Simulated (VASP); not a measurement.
# FeO (Fm-3m) in VASP: a series of runs

The runs below take FeO through single point, with PBE.

Everything below comes from runs of VASP 6.6.1. Logs are shortened: lines on timing, memory, paths and dates and some standing lists are left out, and cuts for length are marked.

**Measured values to compare with.**

“W\"ustite: Electric, thermodynamic and optical properties of FeO”, 2012, arxiv:1203.1201 quotes, for a bulk crystal of FeO: band gap 2.4 eV (optical).

How close the calculation comes is told below.

## (1) The cell of the first run

The structure is cubic, space group Fm-3m (No. 225). The conventional cell has a = 4.309 Å, b = 4.309 Å, c = 4.309 Å, α = 90.00°, β = 90.00°, γ = 90.00°. Fe (site symmetry m-3m) has 6 O at 2.15 Å within 2.9 Å. Within 2.9 Å of O (site symmetry m-3m) lie 6 Fe at 2.15 Å.

## (2) Single point, PBE, collinear spin, ferromagnetic start

INCAR

```
ALGO = Normal
EDIFF = 1E-6
ENCUT = 520
GGA = PE
ISIF = 2
ISMEAR = 0
ISPIN = 2
LASPH = True
LCHARG = True
LELF = True
LMAXMIX = 4
LORBIT = 11
LREAL = False
LVHAR = True
LWAVE = False
MAGMOM = 3.79 0.35
NBANDS = 18
NELM = 150
PREC = Accurate
SIGMA = 0.1
```

KPOINTS

```
k-points
0
Gamma
  16 16 16
```

POSCAR

```
FeO
1.0
    0.0000000000      2.1544124360      2.1544124360
    2.1544124360      0.0000000000      2.1544124360
    2.1544124360      2.1544124360      0.0000000000
Fe O
1 1
Direct
    0.0000000000      0.0000000000      0.0000000000
    0.5000000000      0.5000000000      0.5000000000
```

Potentials or basis: VASP PAW PBE potentials, release 64 (Fe, O).

Launch:

```sh
$ cat potpaw_PBE.64/Fe/POTCAR potpaw_PBE.64/O/POTCAR > POTCAR
$ mpirun -np 1 vasp_std > vasp.out
```

OUTCAR:

```text
EDIFF = 1E-6
   ENCUT = 520
   GGA = PE
   ISIF = 2
   ISMEAR = 0
   ISPIN = 2
   LASPH = True
   LORBIT = 11
   LREAL = False
   NELM = 150
   PREC = Accurate

 ion  position               nearest neighbor table
   1  0.000  0.000  0.000-   2 2.15   2 2.15   2 2.15   2 2.15   2 2.15   2 2.15
   2  0.500  0.500  0.500-   1 2.15   1 2.15   1 2.15   1 2.15   1 2.15   1 2.15

  LATTYP: Found a face centered cubic cell.
 ALAT       =     4.3088248720

  Lattice vectors:

 A1 = (   0.0000000000,   2.1544124360,   2.1544124360)
 A2 = (   2.1544124360,   0.0000000000,   2.1544124360)
 A3 = (   2.1544124360,   2.1544124360,   0.0000000000)

Analysis of symmetry for initial positions (statically):
=====================================================================
 Subroutine PRICEL returns:
 Original cell was already a primitive cell.

 Routine SETGRP: Setting up the symmetry group for a
 face centered cubic supercell.

 Subroutine GETGRP returns: Found 48 space group operations
 (whereof 48 operations were pure point group operations)
 out of a pool of 48 trial point group operations.

The static configuration has the point symmetry O_h .

Analysis of symmetry for dynamics (positions and initial velocities):
=====================================================================
 Subroutine PRICEL returns:
 Original cell was already a primitive cell.

 Routine SETGRP: Setting up the symmetry group for a
 face centered cubic supercell.

 Subroutine GETGRP returns: Found 48 space group operations
 (whereof 48 operations were pure point group operations)
 out of a pool of 48 trial point group operations.

The dynamic configuration has the point symmetry O_h .

Analysis of structural, dynamic, and magnetic symmetry:
=====================================================================
 Subroutine PRICEL returns:
 Original cell was already a primitive cell.

 Routine SETGRP: Setting up the symmetry group for a
 face centered cubic supercell.

 Subroutine GETGRP returns: Found 48 space group operations
 (whereof 48 operations were pure point group operations)
 out of a pool of 48 trial point group operations.

The overall configuration has the point symmetry O_h .

 Subroutine INISYM returns: Found 48 space group operations
 (whereof 48 operations are pure point group operations),
 and found     1 'primitive' translations

----------------------------------------------------------------------------------------

                                     Primitive cell

  volume of cell :      19.9994

  direct lattice vectors                    reciprocal lattice vectors
     0.000000000  2.154412436  2.154412436    -0.232081839  0.232081839  0.232081839
     2.154412436  0.000000000  2.154412436     0.232081839 -0.232081839  0.232081839
     2.154412436  2.154412436  0.000000000     0.232081839  0.232081839 -0.232081839

  length of vectors
     3.046799286  3.046799286  3.046799286     0.401977537  0.401977537  0.401977537

  position of ions in fractional coordinates (direct lattice)
     0.000000000  0.000000000  0.000000000
     0.500000000  0.500000000  0.500000000

  ion indices of the primitive-cell ions
   primitive index   ion index
                 1           1
                 2           2

----------------------------------------------------------------------------------------

 KPOINTS: k-points

Automatic generation of k-mesh.
 Grid dimensions read from file:
 generate k-points for:   16   16   16

 Generating k-lattice:

  Cartesian coordinates                     Fractional coordinates (reciprocal lattice)
    -0.014505115  0.014505115  0.014505115     0.062500000  0.000000000  0.000000000
     0.014505115 -0.014505115  0.014505115     0.000000000  0.062500000  0.000000000
     0.014505115  0.014505115 -0.014505115     0.000000000  0.000000000  0.062500000

  Length of vectors
     0.025123596  0.025123596  0.025123596

  Shift w.r.t. Gamma in fractional coordinates (k-lattice)
     0.000000000  0.000000000  0.000000000

 Subroutine IBZKPT returns following result:
 ===========================================

 Found    145 irreducible k-points:

 Following reciprocal coordinates:
            Coordinates               Weight
  0.000000  0.000000  0.000000      1.000000
  0.062500  0.000000  0.000000      8.000000
  0.125000  0.000000  0.000000      8.000000
  0.187500  0.000000  0.000000      8.000000
  0.250000  0.000000  0.000000      8.000000
  0.312500  0.000000  0.000000      8.000000
[... 16 lines left out ...]
 -0.125000  0.062500  0.000000     24.000000
 -0.062500  0.062500  0.000000     12.000000
 [... further k-points ...]
   k-points           NKPTS =    145   k-points in BZ     NKDIM =    145   number of bands    NBANDS=     18
   number of dos      NEDOS =    301   number of ions     NIONS =      2
   total plane-waves  NPLWV =  13824
   dimension x,y,z NGX =    24 NGY =   24 NGZ =   24
   dimension x,y,z NGXF=    48 NGYF=   48 NGZF=   48
   ions per type =               1   1
   NGX,Y,Z   is equivalent  to a cutoff of  13.10, 13.10, 13.10 a.u.
   NGXF,Y,Z  is equivalent  to a cutoff of  26.19, 26.19, 26.19 a.u.
 SYSTEM =  unknown system
   PREC   = accura    normal or accurate (medium, high low for compatibility)
   ISTART =      0    job   : 0-new  1-cont  2-samecut
   ICHARG =      2    charge: 1-file 2-atom 10-const
   ISPIN  =      2    spin polarized calculation?
   LNONCOLLINEAR =      F non collinear calculations
   LSORBIT =      F    spin-orbit coupling
   LASPH  =      T    aspherical Exc in radial PAW
   ENCUT  =  520.0 eV  38.22 Ry    6.18 a.u.   5.67  5.67  5.67*2*pi/ulx,y,z
   NELM   =    150;   NELMIN=  2; NELMDL= -5     # of ELM steps
   EDIFF  = 0.1E-05   stopping-criterion for ELM
   LREAL  =      F    real-space projection
[... 7 lines left out ...]
   TEBEG  =    0.0;   TEEND  =   0.0 temperature during run
   PSTRESS=    0.0 pullay stress
   NELECT =      14.0000    total number of electrons
   NUPDOWN=      -1.0000    fix difference up-down
   EMIN   =  10.00;   EMAX   =-10.00  energy-range for DOS
   EFERMI =   0.00;   METHOD = LEGACY
   ISMEAR =     0;   SIGMA  =   0.10  broadening in eV -4-tet -1-fermi 0-gaus
   EFERMI_NEDOS =   21; number of points for ismear=-14 and -15
   IALGO  =     38    algorithm
   IMIX   =      4    mixing-type and parameters
     AMIX     =   0.40;   BMIX     =  1.00
     AMIX_MAG =   1.60;   BMIX_MAG =  1.00
  volume/ion in A,a.u.               =      10.00        67.48
  Fermi-wavevector in a.u.,A,eV,Ry     =   1.453601  2.746908 28.748525  2.112957
  Thomas-Fermi vector in A             =   2.570849
   LORBIT       =     11    0 simple, 1 ext, 2 COOP (PROOUT), +10 PAW based schemes
   GGA     = PE    functional components
   LHFCALC =     F    Hartree Fock is set to
   AEXX    =    0.0000 exact exchange contribution
   IVDW    =     0    specifies the selected vdW correction
   LEPSILON=     F    determine dielectric tensor
   LRPA    =     F    only Hartree local field effects (RPA)
 spin polarized calculation
 Gauss-broadening in eV      SIGMA  =   0.10
  energy-cutoff  :      520.00
  volume of cell :       20.00
 maximum number of plane-waves:       553
   NGX = 11   NGY = 11   NGZ = 11

 number of electron      13.9999998 magnetization       3.9994714

 Free energy of the ion-electron system (eV)
  ---------------------------------------------------
  ext. energy  EPLUGINS =         0.00000000
  ---------------------------------------------------
  free energy    TOTEN  =       -14.93427487 eV

  energy without entropy =      -14.92734101  energy(sigma->0) =      -14.93080794

 E-fermi :   6.2160     XC(G=0): -12.1714

 val. band max:        6.2106709118   @ k =   0.3125   0.1250   0.0625
 cond. band min:       6.2243169421   @ k =  -0.2500   0.3750   0.1250
 fundamental gap:      0.0136460303
 Fermi energy:         6.2159519521

 spin component 1

 k-point     1 :       0.0000    0.0000    0.0000
  band No.  band energies     occupation
      1     -14.5165      1.00000
      2       2.3423      1.00000
      3       2.3423      1.00000
      4       2.3423      1.00000
      5       2.4151      1.00000
      6       2.4151      1.00000
[... 10 lines left out ...]
     17      26.8765      0.00000
     18      29.9914      0.00000

 k-point     2 :       0.0625    0.0000    0.0000
  band No.  band energies     occupation
      1     -14.4776      1.00000
      2       1.8334      1.00000
      3       1.8680      1.00000
      4       1.8680      1.00000
      5       2.3930      1.00000
      6       2.3930      1.00000
[... 10 lines left out ...]
     17      27.3618      0.00000
     18      30.6938      0.00000
[... 442 lines left out ...]
 k-point    24 :      -0.0625    0.0625    0.0000
  band No.  band energies     occupation
      1     -14.4144      1.00000
      2       1.2680      1.00000
      3       1.4107      1.00000
      4       1.7655      1.00000
      5       2.3895      1.00000
      6       2.5178      1.00000
[... 10 lines left out ...]
     17      28.3273      0.00000
     18      30.8840      0.00000

 [... further k-points ...]

 spin component 2

 k-point     1 :       0.0000    0.0000    0.0000
  band No.  band energies     occupation
      1     -13.9837      1.00000
      2       2.9737      1.00000
      3       2.9737      1.00000
      4       2.9737      1.00000
      5       5.4800      1.00000
      6       5.4802      1.00000
[... 10 lines left out ...]
     17      28.4676      0.00000
     18      31.0705      0.00000

 k-point     2 :       0.0625    0.0000    0.0000
  band No.  band energies     occupation
      1     -13.9442      1.00000
      2       2.6437      1.00000
      3       2.8525      1.00000
      4       2.8525      1.00000
      5       5.5314      1.00000
      6       5.5315      1.00000
[... 10 lines left out ...]
     17      28.8531      0.00000
     18      31.8704      0.00000
[... 442 lines left out ...]
 k-point    24 :      -0.0625    0.0625    0.0000
  band No.  band energies     occupation
      1     -13.8802      1.00000
      2       2.1766      1.00000
      3       2.6379      1.00000
      4       2.7511      1.00000
      5       5.5444      1.00000
      6       5.5952      1.00000
[... 10 lines left out ...]
     17      29.7531      0.00000
     18      32.0508      0.00000

 [... further k-points ...]

------------------------ aborting loop because EDIFF is reached ----------------------------------------

  FORCE on cell =-STRESS in cart. coord.  units (eV):
  Direction    XX          YY          ZZ          XY          YZ          ZX
  --------------------------------------------------------------------------------------
  -------------------------------------------------------------------------------------
  Total        0.0076683      0.0076683      0.0076683      0.0000000      0.0000000      0.0000000
  in kB        0.6143142      0.6143142      0.6143142      0.0000000      0.0000000      0.0000000
  external PRESSURE =       0.6143142 kB  Pullay stress =       0.0000000 kB

 VOLUME and BASIS-vectors are now :
 -----------------------------------------------------------------------------
  energy-cutoff  :      520.00
  volume of cell :       20.00
      direct lattice vectors                 reciprocal lattice vectors
     0.000000000  2.154412436  2.154412436    -0.232081839  0.232081839  0.232081839
     2.154412436  0.000000000  2.154412436     0.232081839 -0.232081839  0.232081839
     2.154412436  2.154412436  0.000000000     0.232081839  0.232081839 -0.232081839

 POSITION                                       TOTAL-FORCE (eV/Angst)
 -----------------------------------------------------------------------------------
      0.00000      0.00000      0.00000         0.000000      0.000000      0.000000
      2.15441      2.15441      2.15441         0.000000      0.000000      0.000000
 -----------------------------------------------------------------------------------
    total drift:                                0.000000     -0.000000      0.000000

  FREE ENERGIE OF THE ION-ELECTRON SYSTEM (eV)
  ---------------------------------------------------
  free  energy   TOTEN  =       -14.9342748680 eV

  energy  without entropy=      -14.9273410083  energy(sigma->0) =      -14.93080794

 total charge

# of ion       s       p       d       tot
------------------------------------------
    1        0.288   0.359   6.087   6.734
    2        1.556   3.438   0.000   4.995
--------------------------------------------------
tot          1.844   3.797   6.087  11.728

 magnetization (x)

# of ion       s       p       d       tot
------------------------------------------
    1        0.027   0.021   3.570   3.618
    2        0.030   0.272   0.000   0.302
--------------------------------------------------
tot          0.057   0.293   3.570   3.920
```

Run time: 2.8 min. Hardware: 1 thread of Intel Xeon 8259CL, shared host; peak memory 0.21 GiB.

Results:

```
Free energy                                           : -14.9343 eV
Pressure                                              : 0.1 GPa
Band gap on the k mesh                                : zero (filled and empty bands overlap)
Net moment                                            : 4.00 μB per cell
Site moments                                          : Fe +3.62; O +0.30 μB
Valence electrons inside the program's atomic spheres : Fe 6.73; O 5.00
```

Caveat: a cell with one magnetic atom can't hold antiferromagnetic order, which such compounds often take; semilocal functionals often make such compounds metallic where correlation or magnetic order opens a gap, which also shifts bond lengths.

(Part 1 of 2 ends here.)
